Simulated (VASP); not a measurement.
Wanted: the native input for a VASP 6.6.1 run.

* Task: relaxation of shape and atoms at fixed volume
* Functional: PBE
* Potentials or basis: VASP PAW PBE potentials, release 64 (Ga_d, P)
* Cutoff: 600 eV
* k mesh: 9 × 9 × 9
* Occupations: gaussian, width 0.02 eV
* Spin: no spin polarisation
* Dipole correction: no
* Further INCAR settings: ALGO = Normal; EDIFF = 1e-07; IBRION = 2; EDIFFG = -0.01; NSW = 50; ISIF = 4

The structure of GaP lies in POSCAR:

```
GaP
1.0
    2.0071647776      1.1588371247      6.6281046694
   -2.0071647776      1.1588371247      6.6281046694
    0.0000000000     -2.3176742493      6.6281046694
Ga P
2 2
Direct
    0.4352346631      0.4352346631      0.4352346631
    0.5647653369      0.5647653369      0.5647653369
    0.0572022366      0.0572022366      0.0572022366
    0.9427977634      0.9427977634      0.9427977634
```

One way to write it, as run:

INCAR

```
PREC = Accurate
ENCUT = 600
EDIFF = 1E-7
ISMEAR = 0
SIGMA = 0.02
LREAL = F
LASPH = T
NELM = 80
ALGO = Normal
ISIF = 4
LWAVE = F
LCHARG = F
GGA = PE
IBRION = 2
NSW = 50
EDIFFG = -0.01
```

KPOINTS

```
regular mesh
0
Gamma
  9 9 9
```

Potentials or basis: VASP PAW PBE potentials, release 64 (Ga_d, P).

The run is started by

```sh
$ cat potpaw_PBE.64/Ga_d/POTCAR potpaw_PBE.64/P/POTCAR > POTCAR
$ mpirun -np 1 vasp_std > vasp.out
```

Results of the run:

* Energy gained by relaxing: 0.3 meV/atom
* Ionic steps: 5
* Pressure after relaxing: -5.3 GPa
* Band gap on the k mesh: 0.72 eV

Caveat: an odd mesh through Γ misses points on the zone boundary, where band edges can lie.

It took 43 min on 1 thread of Intel Xeon 8259CL, with other jobs on the host, peak memory 0.58 GiB.
